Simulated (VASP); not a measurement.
A run of VASP 6.6.1:

Contents of POSCAR:

```
Cu
1.0
    1.4180567933     -4.4983674713      0.0000000000
    1.4180567933      4.4983674713      0.0000000000
    0.0000000000      0.0000000000      3.7529237189
Cu
4
Direct
    0.0980000000      0.9020000000      0.9100000000
    0.5980000000      0.4020000000      0.5900000000
    0.9020000000      0.0980000000      0.0900000000
    0.4020000000      0.5980000000      0.4100000000
```

The input INCAR.step1:

```
PREC = Accurate
ENCUT = 600
ISMEAR = 0
SIGMA = 0.1
LREAL = F
LASPH = T
NELM = 100
GGA = PE
ALGO = Normal
EDIFF = 1E-4
LWAVE = T
LCHARG = F
```

INCAR.step2

```
PREC = Accurate
ENCUT = 600
EDIFF = 1E-7
ISMEAR = 0
SIGMA = 0.1
LREAL = F
LASPH = T
NELM = 100
ALGO = Normal
ISIF = 3
LWAVE = F
LCHARG = F
METAGGA = R2SCAN
LMIXTAU = T
IBRION = 2
NSW = 90
EDIFFG = -0.04
ISTART = 1
```

The input KPOINTS:

```
regular mesh
0
Gamma
  6 6 4
```

Potentials or basis: VASP PAW PBE potentials, release 64 (Cu).

Launch:

```console
$ cat potpaw_PBE.64/Cu/POTCAR > POTCAR
$ cp INCAR.step1 INCAR
$ mpirun -np 1 vasp_std > vasp.out
$ cp INCAR.step2 INCAR
$ mpirun -np 1 vasp_std > vasp.out
```

Hardware: 1 thread of Intel(R) Xeon(R) 6975P-C (Granite Rapids), on a shared host.

Estimate the wall time of this run.

It took 53 min on 1 thread of Intel(R) Xeon(R) 6975P-C (Granite Rapids), on a shared host, peak memory 0.27 GiB. Counts: k points 39, ion steps 28.
